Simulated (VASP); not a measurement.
# SbMo (F-43m) in VASP: settings compared

The runs below take SbMo through single point, with PBE, PBEsol, LDA.

Program: VASP 6.6.1. These are calculated values, not measurements. Logs are shortened: lines on timing, memory, paths and dates and some standing lists are left out, and cuts for length are marked.

## 1. The cell of the first run

It takes space group F-43m (No. 216, cubic). Conventional cell: a = 6.125 Å, b = 6.125 Å, c = 6.125 Å, α = 90.00°, β = 90.00°, γ = 90.00°. Within 3.5 Å of Mo (site symmetry -43m) lie 4 Sb at 2.65 Å. Within 3.5 Å of Sb (site symmetry -43m) lie 4 Mo at 2.65 Å.

## 2. Single point, PBE

Contents of INCAR:

```
SYSTEM = SbMo
PREC = Accurate
ENCUT = 520
EDIFF = 1E-6
ISMEAR = 0
SIGMA = 0.05
LREAL = .False.
LASPH = .True.
NELM = 60
ALGO = Normal
ISIF = 2
LWAVE = .False.
LCHARG = .True.
GGA = PE
LELF = .True.
LVHAR = .True.
NBANDS = 16
```

Contents of KPOINTS:

```
regular mesh
0
Gamma
  10 10 10
  0 0 0
```

Contents of POSCAR:

```
SbMo
1.0
    0.0000000000      3.0626261251      3.0626261251
    3.0626261251      0.0000000000      3.0626261251
    3.0626261251      3.0626261251      0.0000000000
Mo Sb
1 1
Direct
    0.0000000000      0.0000000000      0.0000000000
    0.2500000000      0.2500000000      0.2500000000
```

Potentials or basis: VASP PAW PBE potentials, release 64 (Mo_sv, Sb).

On the command line:

```bash
$ cat potpaw_PBE.64/Mo_sv/POTCAR potpaw_PBE.64/Sb/POTCAR > POTCAR
$ mpirun -np 1 vasp_std > vasp.out
```

OUTCAR:

```text
SYSTEM = SbMo
   PREC = Accurate
   ENCUT = 520
   EDIFF = 1E-6
   ISMEAR = 0
   LREAL = .False.
   LASPH = .True.
   NELM = 60
   ISIF = 2
   GGA = PE

 ion  position               nearest neighbor table
   1  0.000  0.000  0.000-   2 2.65   2 2.65   2 2.65   2 2.65
   2  0.250  0.250  0.250-   1 2.65   1 2.65   1 2.65   1 2.65

  LATTYP: Found a face centered cubic cell.
 ALAT       =     6.1252522502

  Lattice vectors:

 A1 = (   0.0000000000,   3.0626261251,   3.0626261251)
 A2 = (   3.0626261251,   0.0000000000,   3.0626261251)
 A3 = (   3.0626261251,   3.0626261251,   0.0000000000)

Analysis of symmetry for initial positions (statically):
=====================================================================
 Subroutine PRICEL returns:
 Original cell was already a primitive cell.

 Routine SETGRP: Setting up the symmetry group for a
 face centered cubic supercell.

 Subroutine GETGRP returns: Found 24 space group operations
 (whereof 24 operations were pure point group operations)
 out of a pool of 48 trial point group operations.

The static configuration has the point symmetry T_d .

Analysis of symmetry for dynamics (positions and initial velocities):
=====================================================================
 Subroutine PRICEL returns:
 Original cell was already a primitive cell.

 Routine SETGRP: Setting up the symmetry group for a
 face centered cubic supercell.

 Subroutine GETGRP returns: Found 24 space group operations
 (whereof 24 operations were pure point group operations)
 out of a pool of 48 trial point group operations.

The dynamic configuration has the point symmetry T_d .

 Subroutine INISYM returns: Found 24 space group operations
 (whereof 24 operations are pure point group operations),
 and found     1 'primitive' translations

----------------------------------------------------------------------------------------

                                     Primitive cell

  volume of cell :      57.4529

  direct lattice vectors                    reciprocal lattice vectors
     0.000000000  3.062626125  3.062626125    -0.163258583  0.163258583  0.163258583
     3.062626125  0.000000000  3.062626125     0.163258583 -0.163258583  0.163258583
     3.062626125  3.062626125  0.000000000     0.163258583  0.163258583 -0.163258583

  length of vectors
     4.331207403  4.331207403  4.331207403     0.282772160  0.282772160  0.282772160

  position of ions in fractional coordinates (direct lattice)
     0.000000000  0.000000000  0.000000000
     0.250000000  0.250000000  0.250000000

  ion indices of the primitive-cell ions
   primitive index   ion index
                 1           1
                 2           2

----------------------------------------------------------------------------------------

 KPOINTS: regular mesh

Automatic generation of k-mesh.
 Grid dimensions read from file:
 generate k-points for:   10   10   10

 Generating k-lattice:

  Cartesian coordinates                     Fractional coordinates (reciprocal lattice)
    -0.016325858  0.016325858  0.016325858     0.100000000  0.000000000  0.000000000
     0.016325858 -0.016325858  0.016325858     0.000000000  0.100000000  0.000000000
     0.016325858  0.016325858 -0.016325858     0.000000000  0.000000000  0.100000000

  Length of vectors
     0.028277216  0.028277216  0.028277216

  Shift w.r.t. Gamma in fractional coordinates (k-lattice)
     0.000000000  0.000000000  0.000000000

 Subroutine IBZKPT returns following result:
 ===========================================

 Found     47 irreducible k-points:

 Following reciprocal coordinates:
            Coordinates               Weight
  0.000000  0.000000  0.000000      1.000000
  0.100000  0.000000  0.000000      8.000000
  0.200000  0.000000  0.000000      8.000000
  0.300000  0.000000  0.000000      8.000000
  0.400000  0.000000  0.000000      8.000000
  0.500000  0.000000  0.000000      4.000000
[... 16 lines left out ...]
  0.300000  0.300000  0.000000      6.000000
  0.400000  0.300000  0.000000     24.000000
 [... further k-points ...]
   k-points           NKPTS =     47   k-points in BZ     NKDIM =     47   number of bands    NBANDS=     16
   number of dos      NEDOS =    301   number of ions     NIONS =      2
   total plane-waves  NPLWV =  32768
   dimension x,y,z NGX =    32 NGY =   32 NGZ =   32
   dimension x,y,z NGXF=    64 NGYF=   64 NGZF=   64
   ions per type =               1   1
   NGX,Y,Z   is equivalent  to a cutoff of  12.28, 12.28, 12.28 a.u.
   NGXF,Y,Z  is equivalent  to a cutoff of  24.57, 24.57, 24.57 a.u.
 SYSTEM =  SbMo
   PREC   = accura    normal or accurate (medium, high low for compatibility)
   ISTART =      0    job   : 0-new  1-cont  2-samecut
   ICHARG =      2    charge: 1-file 2-atom 10-const
   ISPIN  =      1    spin polarized calculation?
   LNONCOLLINEAR =      F non collinear calculations
   LSORBIT =      F    spin-orbit coupling
   LASPH  =      T    aspherical Exc in radial PAW
   ENCUT  =  520.0 eV  38.22 Ry    6.18 a.u.   8.05  8.05  8.05*2*pi/ulx,y,z
   NELM   =     60;   NELMIN=  2; NELMDL= -5     # of ELM steps
   EDIFF  = 0.1E-05   stopping-criterion for ELM
   LREAL  =      F    real-space projection
   EDIFFG = 0.1E-04   stopping-criterion for IOM
   NSW    =      0    number of steps for IOM
   IBRION =     -1    ionic relax: 0-MD 1-quasi-New 2-CG
   NFREE  =      0    steps in history (QN), initial steepest desc. (CG)
   ISIF   =      2    stress and relaxation
   ISYM   =      2    0-nonsym 1-usesym 2-fastsym
   POTIM  = 0.5000    time-step for ionic-motion
   TEBEG  =    0.0;   TEEND  =   0.0 temperature during run
   PSTRESS=    0.0 pullay stress
   NELECT =      19.0000    total number of electrons
   NUPDOWN=      -1.0000    fix difference up-down
   EMIN   =  10.00;   EMAX   =-10.00  energy-range for DOS
   EFERMI =   0.00;   METHOD = LEGACY
   ISMEAR =     0;   SIGMA  =   0.05  broadening in eV -4-tet -1-fermi 0-gaus
   EFERMI_NEDOS =   21; number of points for ismear=-14 and -15
   IALGO  =     38    algorithm
   IMIX   =      4    mixing-type and parameters
     AMIX     =   0.40;   BMIX     =  1.00
     AMIX_MAG =   1.60;   BMIX_MAG =  1.00
  volume/ion in A,a.u.               =      28.73       193.86
  Fermi-wavevector in a.u.,A,eV,Ry     =   1.132110  2.139378 17.438228  1.281674
  Thomas-Fermi vector in A             =   2.268811
   LORBIT       =      0    0 simple, 1 ext, 2 COOP (PROOUT), +10 PAW based schemes
   GGA     = PE    functional components
   LHFCALC =     F    Hartree Fock is set to
   AEXX    =    0.0000 exact exchange contribution
   IVDW    =     0    specifies the selected vdW correction
   LEPSILON=     F    determine dielectric tensor
   LRPA    =     F    only Hartree local field effects (RPA)
 non-spin polarized calculation
 Gauss-broadening in eV      SIGMA  =   0.05
  energy-cutoff  :      520.00
  volume of cell :       57.45
 maximum number of plane-waves:      1572
   NGX = 17   NGY = 17   NGZ = 17

 number of electron      18.9999998 magnetization

 Free energy of the ion-electron system (eV)
  ---------------------------------------------------
  ext. energy  EPLUGINS =         0.00000000
  ---------------------------------------------------
  free energy    TOTEN  =       -12.53251579 eV

  energy without entropy =      -12.52064297  energy(sigma->0) =      -12.52657938

 E-fermi :   5.8320     XC(G=0):  -9.6629

 val. band max:        5.8248488798   @ k =  -0.3000   0.1000   0.0000
 cond. band min:       5.8350075142   @ k =  -0.4000   0.2000   0.1000
 fundamental gap:      0.0101586344
 Fermi energy:         5.8320287346

 k-point     1 :       0.0000    0.0000    0.0000
  band No.  band energies     occupation
      1     -54.7449      2.00000
      2     -28.8715      2.00000
      3     -28.8715      2.00000
      4     -28.8715      2.00000
      5      -4.1765      2.00000
      6       3.2168      2.00000
[... 8 lines left out ...]
     15      12.8214      0.00000
     16      12.8214      0.00000

 k-point     2 :       0.1000    0.0000    0.0000
  band No.  band energies     occupation
      1     -54.7448      2.00000
      2     -28.8737      2.00000
      3     -28.8718      2.00000
      4     -28.8718      2.00000
      5      -4.0951      2.00000
      6       3.0931      2.00000
[... 8 lines left out ...]
     15      12.8939      0.00000
     16      13.0357      0.00000

 k-point     3 :       0.2000    0.0000    0.0000
  band No.  band energies     occupation
      1     -54.7445      2.00000
      2     -28.8797      2.00000
      3     -28.8728      2.00000
      4     -28.8728      2.00000
      5      -3.8710      2.00000
      6       2.8082      2.00000
[... 8 lines left out ...]
     15      12.9837      0.00000
     16      13.4782      0.00000

 k-point     4 :       0.3000    0.0000    0.0000
  band No.  band energies     occupation
      1     -54.7441      2.00000
      2     -28.8871      2.00000
      3     -28.8740      2.00000
      4     -28.8740      2.00000
      5      -3.5682      2.00000
      6       2.5172      2.00000
[... 8 lines left out ...]
     15      13.5310      0.00000
     16      13.8621      0.00000
[... 324 lines left out ...]
 k-point    22 :      -0.2000    0.2000    0.0000
  band No.  band energies     occupation
      1     -54.7440      2.00000
      2     -28.8867      2.00000
      3     -28.8777      2.00000
      4     -28.8740      2.00000
      5      -3.4639      2.00000
      6       2.5782      2.00000
[... 8 lines left out ...]
     15      12.6169      0.00000
     16      13.9920      0.00000

 k-point    23 :       0.3000    0.3000    0.0000
  band No.  band energies     occupation
      1     -54.7438      2.00000
      2     -28.8873      2.00000
      3     -28.8773      2.00000
      4     -28.8773      2.00000
      5      -3.3578      2.00000
      6       2.2492      2.00000
[... 8 lines left out ...]
     15      12.4278      0.00000
     16      15.6604      0.00000

 k-point    24 :       0.4000    0.3000    0.0000
  band No.  band energies     occupation
      1     -54.7436      2.00000
      2     -28.8909      2.00000
      3     -28.8788      2.00000
      4     -28.8783      2.00000
      5      -3.1402      2.00000
      6       2.1445      2.00000
[... 8 lines left out ...]
     15      12.5538      0.00000
     16      15.5193      0.00000

 [... further k-points ...]

------------------------ aborting loop because EDIFF is reached ----------------------------------------

  FORCE on cell =-STRESS in cart. coord.  units (eV):
  Direction    XX          YY          ZZ          XY          YZ          ZX
  --------------------------------------------------------------------------------------
  -------------------------------------------------------------------------------------
  Total       -0.0141563     -0.0141563     -0.0141563      0.0000000     -0.0000000      0.0000000
  in kB       -0.3947735     -0.3947735     -0.3947735      0.0000000     -0.0000000      0.0000000
  external PRESSURE =      -0.3947735 kB  Pullay stress =       0.0000000 kB

 VOLUME and BASIS-vectors are now :
 -----------------------------------------------------------------------------
  energy-cutoff  :      520.00
  volume of cell :       57.45
      direct lattice vectors                 reciprocal lattice vectors
     0.000000000  3.062626125  3.062626125    -0.163258583  0.163258583  0.163258583
     3.062626125  0.000000000  3.062626125     0.163258583 -0.163258583  0.163258583
     3.062626125  3.062626125  0.000000000     0.163258583  0.163258583 -0.163258583

 POSITION                                       TOTAL-FORCE (eV/Angst)
 -----------------------------------------------------------------------------------
      0.00000      0.00000      0.00000         0.000000      0.000000     -0.000000
      1.53131      1.53131      1.53131        -0.000000     -0.000000      0.000000
 -----------------------------------------------------------------------------------
    total drift:                               -0.000000     -0.000000     -0.000000

  FREE ENERGIE OF THE ION-ELECTRON SYSTEM (eV)
  ---------------------------------------------------
  free  energy   TOTEN  =       -12.5325157860 eV

  energy  without entropy=      -12.5206429731  energy(sigma->0) =      -12.52657938
```

Run time: 52 s. Hardware: 1 thread of Intel Xeon Platinum 8259CL at 2.50GHz (Skylake/Cascade Lake), shared host; peak memory 0.19 GiB.

What came out:

```
Free energy : -12.5325 eV
Pressure    : 0.0 GPa
```

Levels at points of the mesh, in eV from the Fermi level:
| k point | band 7 | band 8 | band 9 | band 10 | band 11 | band 12 |
| --- | --- | --- | --- | --- | --- | --- |
| (0.00, 0.00, 0.00) | -2.62 | -2.62 | -0.15 | -0.15 | 3.66 | 5.42 |
| (0.50, 0.00, 0.00) | -2.30 | -2.30 | 0.04 | 0.04 | 0.27 | 3.15 |
| (0.50, 0.50, 0.00) | -1.51 | -1.51 | -0.71 | 0.21 | 0.44 | 1.01 |

Caveat: spin-orbit coupling is left out, which moves the levels of the heavy elements.

## 3. Single point, PBEsol

Contents of INCAR:

```
SYSTEM = SbMo
PREC = Accurate ; ENCUT = 520
EDIFF = 1E-7 ; ISMEAR = 0
SIGMA = 0.05 ; LREAL = .FALSE.
LASPH = .TRUE. ; NELM = 60
ALGO = Normal ; ISIF = 2
LWAVE = .FALSE. ; LCHARG = .TRUE.
GGA = PS ; LELF = .TRUE.
LVHAR = .TRUE. ; NBANDS = 16
```

Contents of KPOINTS:

```
Automatic mesh
0
G
  10 10 10
  0 0 0
```

POSCAR is that of step 2.

Potentials or basis: VASP PAW PBE potentials, release 64 (Mo_sv, Sb).

On the command line:

```bash
$ cat potpaw_PBE.64/Mo_sv/POTCAR potpaw_PBE.64/Sb/POTCAR > POTCAR
$ mpirun -np 1 vasp_std > vasp.out
```

Wall time 62 s (1 thread of Intel Xeon Platinum 8259CL at 2.50GHz (Skylake/Cascade Lake), shared host); peak memory 0.2 GiB.

Results (log left out):

* Free energy: -13.5655 eV
* Pressure: -3.1 GPa

Levels at points of the mesh, in eV from the Fermi level:
| k point | band 6 | band 7 | band 8 | band 9 | band 10 | band 11 | band 12 | band 13 |
| --- | --- | --- | --- | --- | --- | --- | --- | --- |
| (0.00, 0.00, 0.00) | -2.61 | -2.61 | -2.61 | -0.15 | -0.15 | 3.58 | 5.42 | 5.42 |
| (0.50, 0.00, 0.00) | -3.60 | -2.30 | -2.30 | 0.04 | 0.04 | 0.26 | 3.14 | 3.14 |
| (0.50, 0.50, 0.00) | -3.97 | -1.51 | -1.51 | -0.74 | 0.21 | 0.43 | 1.00 | 1.00 |

Caveat: the PAW data sets were made with another functional, which shifts forces and pressure a little; spin-orbit coupling is left out, which moves the levels of the heavy elements.

## 4. Single point, LDA

Contents of INCAR:

```
SYSTEM = SbMo
ALGO = Normal
EDIFF = 1E-6
ENCUT = 520
GGA = CA
ISIF = 2
ISMEAR = 0
LASPH = .True.
LCHARG = .True.
LELF = .True.
LREAL = .False.
LVHAR = .True.
LWAVE = .False.
NBANDS = 16
NELM = 60
PREC = Accurate
SIGMA = 0.05
```

Contents of KPOINTS:

```
k-points
0
Gamma
  10 10 10
  0 0 0
```

POSCAR is that of step 3.

Potentials or basis: VASP PAW LDA potentials, release 64 (Mo_sv, Sb).

On the command line:

```bash
$ cat potpaw_LDA.64/Mo_sv/POTCAR potpaw_LDA.64/Sb/POTCAR > POTCAR
$ mpirun -np 1 vasp_std > vasp.out
```

Run time: 54 s. Hardware: 1 thread of Intel Xeon Platinum 8259CL at 2.50GHz (Skylake/Cascade Lake), shared host; peak memory 0.18 GiB.

The run converged. Its results:

```
Free energy : -14.1496 eV
Pressure    : -4.8 GPa
```

Levels at points of the mesh, in eV from the Fermi level:
```csv
k point,band 5,band 6,band 7,band 8,band 9,band 10,band 11,band 12,band 13,band 14
"(0.00, 0.00, 0.00)",-10.04,-2.61,-2.61,-2.61,-0.15,-0.15,3.58,5.40,5.40,5.40
"(0.50, 0.00, 0.00)",-9.06,-3.57,-2.30,-2.30,0.04,0.04,0.25,3.12,3.12,4.79
"(0.50, 0.50, 0.00)",-8.70,-3.95,-1.49,-1.49,-0.72,0.20,0.43,0.99,0.99,5.98
```

Caveat: spin-orbit coupling is left out, which moves the levels of the heavy elements.

## 5. Single point, PBE (volume scaled by 1.020)

Contents of INCAR:

```
ALGO = Normal ; EDIFF = 1E-6
ENCUT = 520 ; GGA = PE
ISIF = 2 ; ISMEAR = 0
LASPH = True ; LCHARG = False
LREAL = False ; LWAVE = False
NBANDS = 16 ; NELM = 100
PREC = Accurate ; SIGMA = 0.05
```

Contents of KPOINTS:

```
k-points
0
Gamma
  10 10 10
```

Contents of POSCAR:

```
SbMo
1.0
    0.0000000000      3.0829090084      3.0829090084
    3.0829090084      0.0000000000      3.0829090084
    3.0829090084      3.0829090084      0.0000000000
Mo Sb
1 1
Direct
    0.0000000000      0.0000000000      0.0000000000
    0.2500000000      0.2500000000      0.2500000000
```

Potentials or basis: VASP PAW PBE potentials, release 64 (Mo_sv, Sb).

On the command line:

```bash
$ cat potpaw_PBE.64/Mo_sv/POTCAR potpaw_PBE.64/Sb/POTCAR > POTCAR
$ mpirun -np 1 vasp_std > vasp.out
```

Run time: 57 s. Hardware: 1 thread of Intel Xeon Platinum 8259CL at 2.50GHz (Skylake/Cascade Lake), shared host; peak memory 0.19 GiB.

Results (log left out):

```yaml
Free_energy: -12.5271 eV
Pressure: -1.5 GPa
```

Levels at points of the mesh, in eV from the Fermi level:
| k point | band 6 | band 7 | band 8 | band 9 | band 10 | band 11 | band 12 | band 13 |
| --- | --- | --- | --- | --- | --- | --- | --- | --- |
| (0.00, 0.00, 0.00) | -2.57 | -2.57 | -2.57 | -0.15 | -0.15 | 3.57 | 5.29 | 5.29 |
| (0.50, 0.00, 0.00) | -3.52 | -2.26 | -2.26 | 0.04 | 0.04 | 0.26 | 3.08 | 3.08 |
| (0.50, 0.50, 0.00) | -3.88 | -1.50 | -1.50 | -0.67 | 0.21 | 0.42 | 1.00 | 1.00 |

Caveat: spin-orbit coupling is left out, which moves the levels of the heavy elements.

## 6. Summary

| level | potentials or basis | cell | gap on the mesh (eV) | pressure (GPa) |
| --- | --- | --- | --- | --- |
| PBE | VASP PAW PBE potentials, release 64 (Mo_sv, Sb) | a = 4.331 Å, angles 60.0°, 2 atoms | none | 0.0 |
| PBEsol | VASP PAW PBE potentials, release 64 (Mo_sv, Sb) | a = 4.331 Å, angles 60.0°, 2 atoms | none | -3.1 |
| LDA | VASP PAW LDA potentials, release 64 (Mo_sv, Sb) | a = 4.331 Å, angles 60.0°, 2 atoms | none | -4.8 |
| PBE | VASP PAW PBE potentials, release 64 (Mo_sv, Sb) | a = 4.360 Å, angles 60.0°, 2 atoms | none | -1.5 |

Alike in all rows: task single point; no spin polarisation; k mesh 10 × 10 × 10; cutoff (eV) 520; smearing gaussian 0.05 eV.

Caveats: spin-orbit coupling is left out, which moves the levels of the heavy elements; the PAW data sets were made with another functional, which shifts forces and pressure a little (some runs).

Absolute energies hang on the potentials; compare differences alone.
